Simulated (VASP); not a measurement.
# Ni (Fm-3m) in VASP: settings compared

The runs below take Ni through relaxation of cell and atoms, with LDA, revPBE+D3(BJ), r2SCAN+rVV10.

Everything below comes from runs of VASP 6.6.1. Logs are shortened: lines on timing, memory, paths and dates and some standing lists are left out, and cuts for length are marked.

## 1. The cell of the first run

It takes space group Fm-3m (No. 225, cubic). Conventional cell: a = 3.524 Å, b = 3.524 Å, c = 3.524 Å, α = 90.00°, β = 90.00°, γ = 90.00°. Within 3.3 Å of Ni (site symmetry m-3m) lie 12 Ni at 2.49 Å.

## 2. Relaxation of cell and atoms, LDA, collinear spin, ferromagnetic start

The input, INCAR:

```
SYSTEM = Ni
  PREC = Accurate
  ENCUT = 600
  EDIFF = 1E-6
  ISMEAR = -1
  SIGMA = 0.05
  LREAL = .False.
  LASPH = .True.
  NELM = 150
  ALGO = Normal
  ISIF = 3
  LWAVE = .False.
  LCHARG = .False.
  ISPIN = 2
  MAGMOM = 1.5
  LORBIT = 11
  LMAXMIX = 4
  GGA = CA
  IBRION = 2
  NSW = 80
  EDIFFG = -0.01
```

The input, KPOINTS:

```
Automatic mesh
0
Gamma
  15 15 15
  0 0 0
```

The input, POSCAR:

```
Ni
1.0
    0.0000000000      1.7619350000      1.7619350000
    1.7619350000      0.0000000000      1.7619350000
    1.7619350000      1.7619350000      0.0000000000
Ni
1
Direct
    0.0000000000      0.0000000000      0.0000000000
```

Potentials or basis: VASP PAW LDA potentials, release 64 (Ni).

Launch:

```
$ cat potpaw_LDA.64/Ni/POTCAR > POTCAR
$ mpirun -np 1 vasp_std > vasp.out
```

OUTCAR:

```text
SYSTEM = Ni
   PREC = Accurate
   ENCUT = 600
   EDIFF = 1E-6
   ISMEAR = -1
   LREAL = .False.
   LASPH = .True.
   NELM = 150
   ISIF = 3
   ISPIN = 2
   LORBIT = 11
   GGA = CA
   IBRION = 2
   NSW = 80
   EDIFFG = -0.01

 ion  position               nearest neighbor table
   1  0.000  0.000  0.000-

  LATTYP: Found a face centered cubic cell.
 ALAT       =     3.5238700000

  Lattice vectors:

 A1 = (   0.0000000000,   1.7619350000,   1.7619350000)
 A2 = (   1.7619350000,   0.0000000000,   1.7619350000)
 A3 = (   1.7619350000,   1.7619350000,   0.0000000000)

Analysis of symmetry for initial positions (statically):
=====================================================================
 Subroutine PRICEL returns:
 Original cell was already a primitive cell.

 Routine SETGRP: Setting up the symmetry group for a
 face centered cubic supercell.

 Subroutine GETGRP returns: Found 48 space group operations
 (whereof 48 operations were pure point group operations)
 out of a pool of 48 trial point group operations.

The static configuration has the point symmetry O_h .

Analysis of symmetry for dynamics (positions and initial velocities):
=====================================================================
 Subroutine PRICEL returns:
 Original cell was already a primitive cell.

 Routine SETGRP: Setting up the symmetry group for a
 face centered cubic supercell.

 Subroutine GETGRP returns: Found 48 space group operations
 (whereof 48 operations were pure point group operations)
 out of a pool of 48 trial point group operations.

The dynamic configuration has the point symmetry O_h .

Analysis of structural, dynamic, and magnetic symmetry:
=====================================================================
 Subroutine PRICEL returns:
 Original cell was already a primitive cell.

 Routine SETGRP: Setting up the symmetry group for a
 face centered cubic supercell.

 Subroutine GETGRP returns: Found 48 space group operations
 (whereof 48 operations were pure point group operations)
 out of a pool of 48 trial point group operations.

The overall configuration has the point symmetry O_h .

 Subroutine INISYM returns: Found 48 space group operations
 (whereof 48 operations are pure point group operations),
 and found     1 'primitive' translations

----------------------------------------------------------------------------------------

                                     Primitive cell

  volume of cell :      10.9396

  direct lattice vectors                    reciprocal lattice vectors
     0.000000000  1.761935000  1.761935000    -0.283778914  0.283778914  0.283778914
     1.761935000  0.000000000  1.761935000     0.283778914 -0.283778914  0.283778914
     1.761935000  1.761935000  0.000000000     0.283778914  0.283778914 -0.283778914

  length of vectors
     2.491752373  2.491752373  2.491752373     0.491519496  0.491519496  0.491519496

  position of ions in fractional coordinates (direct lattice)
     0.000000000  0.000000000  0.000000000

  ion indices of the primitive-cell ions
   primitive index   ion index
                 1           1

----------------------------------------------------------------------------------------

 KPOINTS: Automatic mesh

Automatic generation of k-mesh.
 Grid dimensions read from file:
 generate k-points for:   15   15   15

 Generating k-lattice:

  Cartesian coordinates                     Fractional coordinates (reciprocal lattice)
    -0.018918594  0.018918594  0.018918594     0.066666667  0.000000000  0.000000000
     0.018918594 -0.018918594  0.018918594     0.000000000  0.066666667  0.000000000
     0.018918594  0.018918594 -0.018918594     0.000000000  0.000000000  0.066666667

  Length of vectors
     0.032767966  0.032767966  0.032767966

  Shift w.r.t. Gamma in fractional coordinates (k-lattice)
     0.000000000  0.000000000  0.000000000

 Subroutine IBZKPT returns following result:
 ===========================================

 Found    120 irreducible k-points:

 Following reciprocal coordinates:
            Coordinates               Weight
  0.000000  0.000000  0.000000      1.000000
  0.066667  0.000000  0.000000      8.000000
  0.133333  0.000000  0.000000      8.000000
  0.200000  0.000000  0.000000      8.000000
  0.266667  0.000000  0.000000      8.000000
  0.333333  0.000000  0.000000      8.000000
[... 16 lines left out ...]
  0.133333  0.133333  0.000000      6.000000
  0.200000  0.133333  0.000000     24.000000
 [... further k-points ...]
   k-points           NKPTS =    120   k-points in BZ     NKDIM =    120   number of bands    NBANDS=     10
   number of dos      NEDOS =    301   number of ions     NIONS =      1
   total plane-waves  NPLWV =   8000
   dimension x,y,z NGX =    20 NGY =   20 NGZ =   20
   dimension x,y,z NGXF=    40 NGYF=   40 NGZF=   40
   ions per type =               1
   NGX,Y,Z   is equivalent  to a cutoff of  13.34, 13.34, 13.34 a.u.
   NGXF,Y,Z  is equivalent  to a cutoff of  26.69, 26.69, 26.69 a.u.
 SYSTEM =  Ni
   PREC   = accura    normal or accurate (medium, high low for compatibility)
   ISTART =      0    job   : 0-new  1-cont  2-samecut
   ICHARG =      2    charge: 1-file 2-atom 10-const
   ISPIN  =      2    spin polarized calculation?
   LNONCOLLINEAR =      F non collinear calculations
   LSORBIT =      F    spin-orbit coupling
   LASPH  =      T    aspherical Exc in radial PAW
   ENCUT  =  600.0 eV  44.10 Ry    6.64 a.u.   4.98  4.98  4.98*2*pi/ulx,y,z
   NELM   =    150;   NELMIN=  2; NELMDL= -5     # of ELM steps
   EDIFF  = 0.1E-05   stopping-criterion for ELM
   LREAL  =      F    real-space projection
   EDIFFG = -.1E-01   stopping-criterion for IOM
   NSW    =     80    number of steps for IOM
   IBRION =      2    ionic relax: 0-MD 1-quasi-New 2-CG
   NFREE  =      1    steps in history (QN), initial steepest desc. (CG)
   ISIF   =      3    stress and relaxation
   ISYM   =      2    0-nonsym 1-usesym 2-fastsym
   POTIM  = 0.5000    time-step for ionic-motion
   TEBEG  =    0.0;   TEEND  =   0.0 temperature during run
   PSTRESS=    0.0 pullay stress
   NELECT =      10.0000    total number of electrons
   NUPDOWN=      -1.0000    fix difference up-down
   EMIN   =  10.00;   EMAX   =-10.00  energy-range for DOS
   EFERMI =   0.00;   METHOD = LEGACY
   ISMEAR =    -1;   SIGMA  =   0.05  broadening in eV -4-tet -1-fermi 0-gaus
   EFERMI_NEDOS =   21; number of points for ismear=-14 and -15
   IALGO  =     38    algorithm
   IMIX   =      4    mixing-type and parameters
     AMIX     =   0.40;   BMIX     =  1.00
     AMIX_MAG =   1.60;   BMIX_MAG =  1.00
  volume/ion in A,a.u.               =      10.94        73.82
  Fermi-wavevector in a.u.,A,eV,Ry     =   1.588821  3.002436 34.345893  2.524352
  Thomas-Fermi vector in A             =   2.687765
   LORBIT       =     11    0 simple, 1 ext, 2 COOP (PROOUT), +10 PAW based schemes
   GGA     = CA    functional components
   LHFCALC =     F    Hartree Fock is set to
   AEXX    =    0.0000 exact exchange contribution
   IVDW    =     0    specifies the selected vdW correction
   LEPSILON=     F    determine dielectric tensor
   LRPA    =     F    only Hartree local field effects (RPA)
 conjugate gradient relaxation of ions
 spin polarized calculation
  energy-cutoff  :      600.00
  volume of cell :       10.94
 maximum number of plane-waves:       375
   NGX =  9   NGY =  9   NGZ =  9

--------------------------------------- Ionic step        1  -------------------------------------------

 number of electron      10.0000010 magnetization       0.6219834

 Free energy of the ion-electron system (eV)
  ---------------------------------------------------
  ext. energy  EPLUGINS =         0.00000000
  ---------------------------------------------------
  free energy    TOTEN  =        -6.53141244 eV

  energy without entropy =       -6.51611398  energy(sigma->0) =       -6.52376321

 E-fermi :   8.9427     XC(G=0): -13.5799

 val. band max:        8.9401302310   @ k =   0.4667   0.4000   0.0000
 cond. band min:       8.9497693948   @ k =   0.4667   0.2000   0.0667
 fundamental gap:      0.0096391638
 Fermi energy:         8.9426718619

 spin component 1

 k-point     1 :       0.0000    0.0000    0.0000
  band No.  band energies     occupation
      1       0.0014      1.00000
      2       6.6027      1.00000
      3       6.6027      1.00000
      4       6.6027      1.00000
      5       7.7452      1.00000
      6       7.7452      1.00000
      7      32.6871      0.00000
      8      36.3913      0.00000
      9      36.3913      0.00000
     10      36.3913      0.00000

 k-point     2 :       0.0667    0.0000    0.0000
  band No.  band energies     occupation
      1       0.1745      1.00000
      2       6.5582      1.00000
      3       6.6413      1.00000
      4       6.6413      1.00000
      5       7.7291      1.00000
      6       7.7291      1.00000
      7      32.0547      0.00000
      8      34.5296      0.00000
      9      35.9879      0.00000
     10      35.9879      0.00000
[... 694 lines left out ...]
 POSITION                                       TOTAL-FORCE (eV/Angst)
 -----------------------------------------------------------------------------------
      0.00000      0.00000      0.00000         0.000000      0.000000      0.000000
 -----------------------------------------------------------------------------------
    total drift:                                0.000000      0.000000      0.000000

  FREE ENERGIE OF THE ION-ELECTRON SYSTEM (eV)
  ---------------------------------------------------
  free  energy   TOTEN  =        -6.5859026225 eV

  energy  without entropy=       -6.5716386502  energy(sigma->0) =       -6.57877064

--------------------------------------- Ionic step        4  -------------------------------------------

 number of electron       9.9999993 magnetization       0.6030758

 Free energy of the ion-electron system (eV)
  ---------------------------------------------------
  ext. energy  EPLUGINS =         0.00000000
  ---------------------------------------------------
  free energy    TOTEN  =        -6.58591809 eV

  energy without entropy =       -6.57166634  energy(sigma->0) =       -6.57879222

 E-fermi :  10.2325     XC(G=0): -14.1020

 val. band max:       10.2321940003   @ k =   0.4667   0.2000   0.0667
 cond. band min:      10.2341286040   @ k =  -0.4000   0.2667   0.0000
 fundamental gap:      0.0019346037
 Fermi energy:        10.2324656210

 spin component 1

 k-point     1 :       0.0000    0.0000    0.0000
  band No.  band energies     occupation
      1       0.6742      1.00000
      2       7.6666      1.00000
      3       7.6666      1.00000
      4       7.6666      1.00000
      5       8.9626      1.00000
      6       8.9626      1.00000
      7      34.6979      0.00000
      8      39.1047      0.00000
      9      39.1047      0.00000
     10      39.1047      0.00000

 k-point     2 :       0.0667    0.0000    0.0000
  band No.  band energies     occupation
      1       0.8589      1.00000
      2       7.6148      1.00000
      3       7.7105      1.00000
      4       7.7105      1.00000
      5       8.9436      1.00000
      6       8.9436      1.00000
      7      34.1872      0.00000
      8      37.0922      0.00000
      9      38.7393      0.00000
     10      38.7393      0.00000
[... 624 lines left out ...]
 POSITION                                       TOTAL-FORCE (eV/Angst)
 -----------------------------------------------------------------------------------
      1.71163      1.71163     -0.00000         0.000000      0.000000     -0.000000
 -----------------------------------------------------------------------------------
    total drift:                               -0.000000     -0.000000      0.000000

  FREE ENERGIE OF THE ION-ELECTRON SYSTEM (eV)
  ---------------------------------------------------
  free  energy   TOTEN  =        -6.5859180940 eV

  energy  without entropy=       -6.5716663378  energy(sigma->0) =       -6.57879222

 reached required accuracy - stopping structural energy minimisation

 total charge

# of ion       s       p       d       tot
------------------------------------------
    1        0.536   0.573   8.368   9.476

 magnetization (x)

# of ion       s       p       d       tot
------------------------------------------
    1       -0.005  -0.019   0.626   0.603
```

Run time: 66 s. Hardware: 1 thread of Intel Xeon Platinum 8259CL at 2.50GHz (Skylake/Cascade Lake), shared host; peak memory 0.15 GiB.

What came out:

| Quantity | Value |
| --- | --- |
| Free energy | -6.5859 eV |
| Relaxed volume | 10.03 Å³/atom |
| Relaxed cell | a = 2.421 Å, b = 2.421 Å, c = 2.421 Å, α = 60.00°, β = 60.00°, γ = 60.00° |
| Space group after relaxing (to 0.1 Å) | Fm-3m (No. 225) |
| Energy gained by relaxing | 54.5 meV/atom |
| Ionic steps | 4 |
| Pressure after relaxing | 0.1 GPa |
| Net moment | 0.60 μB per cell |
| Site moments | Ni +0.60 μB |
| Valence electrons inside the program's atomic spheres | Ni 9.48 |

Step by step:
| step | energy change (eV) | largest force (eV/Å) | pressure (GPa) | volume (Å³) |
| --- | --- | --- | --- | --- |
| 1 | 0.0000 | 0.0000 | -17.53 | 10.94 |
| 2 | 0.0180 | 0.0000 | 28.83 | 9.15 |
| 3 | -0.0545 | 0.0000 | -0.36 | 10.05 |
| 4 | -0.0545 | 0.0000 | 0.08 | 10.03 |

Final structure:
```cif
data_structure
_symmetry_space_group_name_H-M 'P 1'
_symmetry_Int_Tables_number 1
_cell_length_a 2.4206
_cell_length_b 2.4206
_cell_length_c 2.4206
_cell_angle_alpha 60.000
_cell_angle_beta 60.000
_cell_angle_gamma 60.000
_cell_volume 10.03
loop_
_atom_site_label
_atom_site_type_symbol
_atom_site_fract_x
_atom_site_fract_y
_atom_site_fract_z
_atom_site_occupancy
Ni1 Ni 0.00000 0.00000 0.00000 1
```

LDA usually gives volumes a few per cent too small. Zero-point motion and thermal expansion aren't in these numbers.

[end of part 1 of 2]
